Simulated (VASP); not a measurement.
Here is a VASP 6.6.1 calculation.

Contents of POSCAR:

```
BP
1.0
    3.2039355360      0.0000000000      0.0000000000
   -1.6019677680      2.7746895663      0.0000000000
    0.0000000000      0.0000000000      8.4666271308
B P
2 2
Direct
    0.3333333333      0.6666666667      0.2500000000
    0.6666666667      0.3333333333      0.7500000000
    0.6666666667      0.3333333333      0.2500000000
    0.3333333333      0.6666666667      0.7500000000
```

Contents of INCAR.step1:

```
PREC     = Accurate       # precision mode
ENCUT    = 520            # plane-wave cutoff, eV
EDIFF    = 1E-5           # SCF threshold, eV
ISMEAR   = 0              # smearing method
SIGMA    = 0.01           # smearing width, eV
LREAL    = F              # projectors in reciprocal space
LASPH    = T              # aspherical terms in the spheres
NELM     = 100            # most SCF steps
ALGO     = Normal         # electronic algorithm
ISIF     = 2              # what is computed and relaxed
LWAVE    = T              # write WAVECAR
LCHARG   = F              # write CHGCAR
GGA      = PE             # functional
NBANDS   = 16             # bands
```

File INCAR.step2:

```
PREC     = Accurate       # precision mode
ENCUT    = 520            # plane-wave cutoff, eV
EDIFF    = 1E-6           # SCF threshold, eV
ISMEAR   = 0              # smearing method
SIGMA    = 0.01           # smearing width, eV
LREAL    = F              # projectors in reciprocal space
LASPH    = T              # aspherical terms in the spheres
NELM     = 100            # most SCF steps
ALGO     = Normal         # electronic algorithm
ISIF     = 2              # what is computed and relaxed
LWAVE    = F              # write WAVECAR
LCHARG   = F              # write CHGCAR
GGA      = PE             # functional
LHFCALC  = T              # exact exchange
HFSCREEN = 0.2079         # screening, 1/A
PRECFOCK = Normal       
ISTART   = 1            
NBANDS   = 16             # bands
```

File KPOINTS:

```
Automatic mesh
0
Gamma
  6 6 2
```

Potentials or basis: VASP PAW PBE potentials, release 64 (B, P).

Run with:

```sh
$ cat potpaw_PBE.64/B/POTCAR potpaw_PBE.64/P/POTCAR > POTCAR
$ cp INCAR.step1 INCAR
$ mpirun -np 1 vasp_std > vasp.out
$ cp INCAR.step2 INCAR
$ mpirun -np 1 vasp_std > vasp.out
```

(1) What does it give for the pressure?

(2) Estimate the band gap on the k mesh.

Answers

(1) -0.5 GPa.

(2) 1.34 eV, direct.

Caveat: the PAW data sets were made with another functional, which shifts forces and pressure a little; this functional lacks dispersion, which binds the layers, so the pressure and a relaxed spacing across them are unreliable.
